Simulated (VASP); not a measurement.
SnO, 4 atoms in the cell. It takes space group Pmn2_1 (No. 31, orthorhombic). The conventional cell has a = 3.323 Å, b = 5.730 Å, c = 3.873 Å, α = 90.00°, β = 90.00°, γ = 90.00°. Sn (site symmetry m) has 3 O at 2.13 to 2.15 Å within 2.8 Å. O (site symmetry m) has 3 Sn at 2.13 to 2.15 Å and 4 O at 2.87 Å within 2.9 Å. 

| Item | Value |
| --- | --- |
| Program | VASP 6.6.1 |
| Task | single point |
| Functional | PBEsol |
| Dispersion | D3(BJ) |
| Potentials or basis | VASP PAW PBE potentials, release 64 (Sn_d, O) |
| Cutoff | 520 eV |
| k mesh | 8 × 6 × 8 |
| Occupations | gaussian, width 0.02 eV |
| Spin | no spin polarisation |
| Dipole correction | no |
| Further INCAR settings | ALGO = Normal; EDIFF = 1e-06; NBANDS = 28 |

Potentials or basis: VASP PAW PBE potentials, release 64 (Sn_d, O).

Run with:

```sh
$ cat potpaw_PBE.64/Sn_d/POTCAR potpaw_PBE.64/O/POTCAR > POTCAR
$ mpirun -np 1 vasp_std > vasp.out
```

Hardware: 1 thread of Intel(R) Xeon(R) 6975P-C (Granite Rapids), with other jobs on the host.

**Question.** Estimate the wall time of this run.

**Answer.** Run time: 88 s on 1 thread of Intel(R) Xeon(R) 6975P-C (Granite Rapids), with other jobs on the host, peak memory 0.32 GiB. Counts: scf iterations 14, k points 100.
